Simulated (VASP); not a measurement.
# BeZn2TeS2 (P4/mmm) in VASP: relaxation of cell and atoms with PBE

Aim: the relaxation of cell and atoms of BeZn2TeS2 with PBE.

Program: VASP 6.6.1. These are calculated values, not measurements. Logs are shortened: lines on timing, memory, paths and dates and some standing lists are left out, and cuts for length are marked.

### Step 1. The cell of the first run

It takes space group P4/mmm (No. 123, tetragonal). Conventional cell: a = 5.453 Å, b = 5.453 Å, c = 4.535 Å, α = 90.00°, β = 90.00°, γ = 90.00°. Be (site symmetry 4/mmm) has 4 Zn at 2.73 Å and 8 S at 3.55 Å within 3.6 Å. Within 3.0 Å of Zn (site symmetry mmm) lie 2 S at 2.27 Å and 2 Be at 2.73 Å and 2 Te at 2.73 Å. Within 3.6 Å of Te (site symmetry 4/mmm) lie 4 Zn at 2.73 Å and 8 S at 3.55 Å. S (site symmetry mmm) has 2 Zn at 2.27 Å within 3.0 Å.

The cell was generated, and may not be a known phase.

### Step 2. Relaxation of cell and atoms, PBE

Contents of INCAR:

```
  PREC = Accurate
  ENCUT = 600
  EDIFF = 1E-7
  ISMEAR = 0
  SIGMA = 0.1
  LREAL = False
  LASPH = True
  NELM = 100
  ALGO = Normal
  ISIF = 3
  LWAVE = False
  LCHARG = False
  GGA = PE
  IBRION = 2
  NSW = 100
  EDIFFG = -0.01
  LUSENCCL = False
```

Contents of KPOINTS:

```
Automatic mesh
0
Gamma
  8 8 8
```

Contents of POSCAR:

```
BeZn2TeS2
1.0
    5.4534752973      0.0000000000      0.0000000000
    0.0000000000      5.4534752973      0.0000000000
    0.0000000000      0.0000000000      4.5346652139
Be Zn Te S
1 2 1 2
Direct
    0.0000000000      0.0000000000      0.0000000000
    0.0000000000      0.5000000000      0.0000000000
    0.5000000000      0.0000000000      0.0000000000
    0.5000000000      0.5000000000      0.0000000000
    0.0000000000      0.5000000000      0.5000000000
    0.5000000000      0.0000000000      0.5000000000
```

Potentials or basis: VASP PAW PBE potentials, release 64 (Be, Zn, Te, S).

Run with:

```sh
cat potpaw_PBE.64/Be/POTCAR potpaw_PBE.64/Zn/POTCAR potpaw_PBE.64/Te/POTCAR potpaw_PBE.64/S/POTCAR > POTCAR
mpirun -np 1 vasp_std > vasp.out
```

OUTCAR:

```text
PREC = Accurate
   ENCUT = 600
   EDIFF = 1E-7
   ISMEAR = 0
   LREAL = False
   LASPH = True
   NELM = 100
   ISIF = 3
   GGA = PE
   IBRION = 2
   NSW = 100
   EDIFFG = -0.01

 ion  position               nearest neighbor table
   1  0.000  0.000  0.000-
   2  0.000  0.500  0.000-   5 2.27   5 2.27   4 2.73   4 2.73
   3  0.500  0.000  0.000-   6 2.27   6 2.27   4 2.73   4 2.73
   4  0.500  0.500  0.000-   2 2.73   3 2.73   3 2.73   2 2.73
   5  0.000  0.500  0.500-   2 2.27   2 2.27
   6  0.500  0.000  0.500-   3 2.27   3 2.27

  LATTYP: Found a simple tetragonal cell.
 ALAT       =     5.4534752973
 C/A-ratio  =     0.8315184294

  Lattice vectors:

 A1 = (   5.4534752973,   0.0000000000,   0.0000000000)
 A2 = (   0.0000000000,   5.4534752973,   0.0000000000)
 A3 = (   0.0000000000,   0.0000000000,   4.5346652139)

Analysis of symmetry for initial positions (statically):
=====================================================================
 Subroutine PRICEL returns:
 Original cell was already a primitive cell.

 Routine SETGRP: Setting up the symmetry group for a
 simple tetragonal supercell.

 Subroutine GETGRP returns: Found 16 space group operations
 (whereof 16 operations were pure point group operations)
 out of a pool of 16 trial point group operations.

The static configuration has the point symmetry D_4h.

Analysis of symmetry for dynamics (positions and initial velocities):
=====================================================================
 Subroutine PRICEL returns:
 Original cell was already a primitive cell.

 Routine SETGRP: Setting up the symmetry group for a
 simple tetragonal supercell.

 Subroutine GETGRP returns: Found 16 space group operations
 (whereof 16 operations were pure point group operations)
 out of a pool of 16 trial point group operations.

The dynamic configuration has the point symmetry D_4h.

 Subroutine INISYM returns: Found 16 space group operations
 (whereof 16 operations are pure point group operations),
 and found     1 'primitive' translations

----------------------------------------------------------------------------------------

                                     Primitive cell

  volume of cell :     134.8627

  direct lattice vectors                    reciprocal lattice vectors
     5.453475297  0.000000000  0.000000000     0.183369310  0.000000000  0.000000000
     0.000000000  5.453475297  0.000000000     0.000000000  0.183369310  0.000000000
     0.000000000  0.000000000  4.534665214     0.000000000  0.000000000  0.220523446

  length of vectors
     5.453475297  5.453475297  4.534665214     0.183369310  0.183369310  0.220523446

  position of ions in fractional coordinates (direct lattice)
     0.000000000  0.000000000  0.000000000
     0.000000000  0.500000000  0.000000000
     0.500000000  0.000000000  0.000000000
     0.500000000  0.500000000  0.000000000
     0.000000000  0.500000000  0.500000000
     0.500000000  0.000000000  0.500000000

  ion indices of the primitive-cell ions
   primitive index   ion index
                 1           1
                 2           2
                 3           3
                 4           4
                 5           5
                 6           6

----------------------------------------------------------------------------------------

 KPOINTS: Automatic mesh

Automatic generation of k-mesh.
 Grid dimensions read from file:
 generate k-points for:    8    8    8

 Generating k-lattice:

  Cartesian coordinates                     Fractional coordinates (reciprocal lattice)
     0.022921164  0.000000000  0.000000000     0.125000000  0.000000000  0.000000000
     0.000000000  0.022921164  0.000000000     0.000000000  0.125000000  0.000000000
     0.000000000  0.000000000  0.027565431     0.000000000  0.000000000  0.125000000

  Length of vectors
     0.022921164  0.022921164  0.027565431

  Shift w.r.t. Gamma in fractional coordinates (k-lattice)
     0.000000000  0.000000000  0.000000000

 Subroutine IBZKPT returns following result:
 ===========================================

 Found     75 irreducible k-points:

 Following reciprocal coordinates:
            Coordinates               Weight
  0.000000  0.000000  0.000000      1.000000
  0.125000  0.000000  0.000000      4.000000
  0.250000  0.000000  0.000000      4.000000
  0.375000  0.000000  0.000000      4.000000
  0.500000  0.000000  0.000000      2.000000
  0.125000  0.125000  0.000000      4.000000
[... 16 lines left out ...]
  0.375000  0.125000  0.125000     16.000000
  0.500000  0.125000  0.125000      8.000000
 [... further k-points ...]
   k-points           NKPTS =     75   k-points in BZ     NKDIM =     75   number of bands    NBANDS=     26
   number of dos      NEDOS =    301   number of ions     NIONS =      6
   total plane-waves  NPLWV =  82944
   dimension x,y,z NGX =    48 NGY =   48 NGZ =   36
   dimension x,y,z NGXF=    96 NGYF=   96 NGZF=   72
   ions per type =               1   2   1   2
   NGX,Y,Z   is equivalent  to a cutoff of  14.63, 14.63, 13.20 a.u.
   NGXF,Y,Z  is equivalent  to a cutoff of  29.27, 29.27, 26.40 a.u.
 SYSTEM =  unknown system
   PREC   = accura    normal or accurate (medium, high low for compatibility)
   ISTART =      0    job   : 0-new  1-cont  2-samecut
   ICHARG =      2    charge: 1-file 2-atom 10-const
   ISPIN  =      1    spin polarized calculation?
   LNONCOLLINEAR =      F non collinear calculations
   LSORBIT =      F    spin-orbit coupling
   LASPH  =      T    aspherical Exc in radial PAW
   ENCUT  =  600.0 eV  44.10 Ry    6.64 a.u.  10.89 10.89  9.06*2*pi/ulx,y,z
   NELM   =    100;   NELMIN=  2; NELMDL= -5     # of ELM steps
   EDIFF  = 0.1E-06   stopping-criterion for ELM
   LREAL  =      F    real-space projection
   EDIFFG = -.1E-01   stopping-criterion for IOM
   NSW    =    100    number of steps for IOM
   IBRION =      2    ionic relax: 0-MD 1-quasi-New 2-CG
   NFREE  =      1    steps in history (QN), initial steepest desc. (CG)
   ISIF   =      3    stress and relaxation
   ISYM   =      2    0-nonsym 1-usesym 2-fastsym
   POTIM  = 0.5000    time-step for ionic-motion
   TEBEG  =    0.0;   TEEND  =   0.0 temperature during run
   PSTRESS=    0.0 pullay stress
   NELECT =      44.0000    total number of electrons
   NUPDOWN=      -1.0000    fix difference up-down
   EMIN   =  10.00;   EMAX   =-10.00  energy-range for DOS
   EFERMI =   0.00;   METHOD = LEGACY
   ISMEAR =     0;   SIGMA  =   0.10  broadening in eV -4-tet -1-fermi 0-gaus
   EFERMI_NEDOS =   21; number of points for ismear=-14 and -15
   IALGO  =     38    algorithm
   IMIX   =      4    mixing-type and parameters
     AMIX     =   0.40;   BMIX     =  1.00
     AMIX_MAG =   1.60;   BMIX_MAG =  1.00
  volume/ion in A,a.u.               =      22.48       151.68
  Fermi-wavevector in a.u.,A,eV,Ry     =   1.127012  2.129743 17.281512  1.270155
  Thomas-Fermi vector in A             =   2.263696
   LORBIT       =      0    0 simple, 1 ext, 2 COOP (PROOUT), +10 PAW based schemes
   GGA     = PE    functional components
   LHFCALC =     F    Hartree Fock is set to
   AEXX    =    0.0000 exact exchange contribution
   IVDW    =     0    specifies the selected vdW correction
   LEPSILON=     F    determine dielectric tensor
   LRPA    =     F    only Hartree local field effects (RPA)
 conjugate gradient relaxation of ions
 non-spin polarized calculation
 Gauss-broadening in eV      SIGMA  =   0.10
  energy-cutoff  :      600.00
  volume of cell :      134.86
 maximum number of plane-waves:      4530
 NGX is ok and might be reduce to    48
   NGX = 21   NGY = 21   NGZ = 19

--------------------------------------- Ionic step        1  -------------------------------------------

 number of electron      43.9999986 magnetization

 Free energy of the ion-electron system (eV)
  ---------------------------------------------------
  ext. energy  EPLUGINS =         0.00000000
  ---------------------------------------------------
  free energy    TOTEN  =       -13.91172828 eV

  energy without entropy =      -13.89323762  energy(sigma->0) =      -13.90248295

------------------------ aborting loop because EDIFF is reached ----------------------------------------

  FORCE on cell =-STRESS in cart. coord.  units (eV):
  Direction    XX          YY          ZZ          XY          YZ          ZX
  --------------------------------------------------------------------------------------
  -------------------------------------------------------------------------------------
  Total        0.4035930      0.4035930     -0.0751148      0.0000000     -0.0000000      0.0000000
  in kB        4.7947093      4.7947093     -0.8923678      0.0000000     -0.0000000      0.0000000
  external PRESSURE =       2.8990169 kB  Pullay stress =       0.0000000 kB
[... 65 lines left out ...]
  energy  without entropy=      -13.8950135654  energy(sigma->0) =      -13.90430615

--------------------------------------- Ionic step        3  -------------------------------------------

 number of electron      43.9999997 magnetization

 Free energy of the ion-electron system (eV)
  ---------------------------------------------------
  ext. energy  EPLUGINS =         0.00000000
  ---------------------------------------------------
  free energy    TOTEN  =       -13.91406048 eV

  energy without entropy =      -13.89541992  energy(sigma->0) =      -13.90474020

 E-fermi :   2.7290     XC(G=0):  -9.2114

 val. band max:        2.7265997273   @ k =   0.5000   0.0000   0.5000
 cond. band min:       2.7352733005   @ k =   0.2500   0.1250   0.0000
 fundamental gap:      0.0086735733
 Fermi energy:         2.7289820896

 k-point     1 :       0.0000    0.0000    0.0000
  band No.  band energies     occupation
      1     -10.2573      2.00000
      2      -9.4561      2.00000
      3      -8.0377      2.00000
      4      -4.3836      2.00000
      5      -4.3190      2.00000
      6      -4.2835      2.00000
[... 685 lines left out ...]
     25       4.4573      0.00000
     26       6.0159      0.00000

 [... further k-points ...]
[... 5 lines left out ...]
  --------------------------------------------------------------------------------------
  -------------------------------------------------------------------------------------
  Total        0.0032206      0.0032206     -0.0565354      0.0000000      0.0000000      0.0000000
  in kB        0.0378574      0.0378574     -0.6645685      0.0000000      0.0000000      0.0000000
  external PRESSURE =      -0.1962846 kB  Pullay stress =       0.0000000 kB
[... 21 lines left out ...]
  FREE ENERGIE OF THE ION-ELECTRON SYSTEM (eV)
  ---------------------------------------------------
  free  energy   TOTEN  =       -13.9140604769 eV

  energy  without entropy=      -13.8954199154  energy(sigma->0) =      -13.90474020

 reached required accuracy - stopping structural energy minimisation
```

Run time: 8.1 min. Hardware: 1 × NVIDIA H100 80GB with 1 thread of AMD EPYC 7R13 (Zen 3), shared host; peak memory 1.6 GiB.

What came out:

```
Free energy                           : -13.9141 eV
Relaxed volume                        : 22.72 Å³/atom
Relaxed cell                          : a = 5.485 Å, b = 5.485 Å, c = 4.530 Å, α = 90.00°, β = 90.00°, γ = 90.00°
Space group after relaxing (to 0.1 Å) : P4/mmm (No. 123)
Energy gained by relaxing             : 0.4 meV/atom
Ionic steps                           : 3
Pressure after relaxing               : 0.0 GPa
Band gap on the k mesh                : zero (bands 22 and 23 overlap by 0.91 eV)
```

Step by step:
| step | energy change (eV) | largest force (eV/Å) | pressure (GPa) | volume (Å³) |
| --- | --- | --- | --- | --- |
| 1 | 0.0000 | 0.0000 | 0.29 | 134.86 |
| 2 | -0.0019 | 0.0000 | 0.11 | 135.66 |
| 3 | -0.0023 | 0.0000 | -0.02 | 136.30 |

Final structure:
```
Be Zn Te S
1.0
     5.48542    0.00000    0.00000
     0.00000    5.48542    0.00000
     0.00000    0.00000    4.52972
Be Zn Te S
1 2 1 2
Direct
  0.00000 0.00000 0.00000
  0.00000 0.50000 0.00000
  0.50000 0.00000 0.00000
  0.50000 0.50000 0.00000
  0.00000 0.50000 0.50000
  0.50000 0.00000 0.50000
```

Caveat: spin-orbit coupling is left out, which moves the levels of the heavy elements.
